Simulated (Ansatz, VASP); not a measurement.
# SnO2 in VASP and in Ansatz

INCAR

```
SYSTEM = SnO2
ALGO = Normal
EDIFF = 1E-8
ENCUT = 520
GGA = PE
GGA_COMPAT = .False.
ISIF = 2
ISMEAR = -1
LASPH = .True.
LCHARG = .False.
LEFG = .True.
LREAL = .False.
LWAVE = .False.
NBANDS = 35
NELM = 120
PREC = Accurate
SIGMA = 0.03
```

The input KPOINTS:

```
k-points
0
Gamma
  4 4 6
  0 0 0
```

File POSCAR:

```
SnO2
1.0
    4.7373500000      0.0000000000      0.0000000000
    0.0000000000      4.7373500000      0.0000000000
    0.0000000000      0.0000000000      3.2501280000
Sn O
2 4
Direct
    0.0000000000      0.0000000000      0.0000000000
    0.5000000000      0.5000000000      0.5000000000
    0.3056200000      0.3056200000      0.0000000000
    0.1943800000      0.8056200000      0.5000000000
    0.6943800000      0.6943800000      0.0000000000
    0.8056200000      0.1943800000      0.5000000000
```

Input for Ansatz:

```yaml
crystal:
  lattice:
    - [4.73735, 0.0, 0.0]
    - [0.0, 4.73735, 0.0]
    - [0.0, 0.0, 3.250128]
  atoms:
    - { symbol: Sn, position: [0.0, 0.0, 0.0] }
    - { symbol: Sn, position: [0.5, 0.5, 0.5] }
    - { symbol: O, position: [0.30562, 0.30562, 0.0] }
    - { symbol: O, position: [0.19438, 0.80562, 0.5] }
    - { symbol: O, position: [0.69438, 0.69438, 0.0] }
    - { symbol: O, position: [0.80562, 0.19438, 0.5] }
kpoints:
  mp_grid: { grid: [4, 4, 6] }
scf:
  occupations: { method: fermi_dirac, width: 0.03 }
hamiltonian:
  xc: pbe
  pseudopotentials: { kind: paw }
output:
  forces: true
  stress: true
  eigenvalues: true
  efg: { contact_densities: true }
  write_density: true
  write_potential: true
  elf: true
  volumetric_format: npy
```

Change from the starting cell: zz strain of +2 %, PAW files.

Alike in both runs: task electric field gradients; functional PBE; k mesh 4 × 4 × 6; occupations fermi-dirac, width 0.03 eV; no spin polarisation.

|  | VASP | Ansatz |
| --- | --- | --- |
| version | VASP 6.6.1 | Ansatz 0.2.0 |
| potentials or method | VASP PAW PBE potentials, release 64 (Sn_d, O) | PAW with Ansatz's default frozen-core files, scalar-relativistic |
| plane-wave cutoff (eV) | 520 | 420 |
| valence electrons in the cell | 52 | 52 |

|  | VASP | Ansatz | Ansatz less VASP |
| --- | --- | --- | --- |
| pressure (GPa) | 6.4 | 5.7 | -0.66 |
| traceless stress, the component that is largest in VASP (GPa) | -1.94 | -2.11 | -0.168 |
| rms of the force components (eV/Å) | 0.044 | 0.049 | +0.0043 |
| size of Vzz on the site where it differs most (V/Å²) | 70.6 | 73.1 | +2.44 |

Atom by atom the forces differ by 0.004 eV/Å (rms over components).
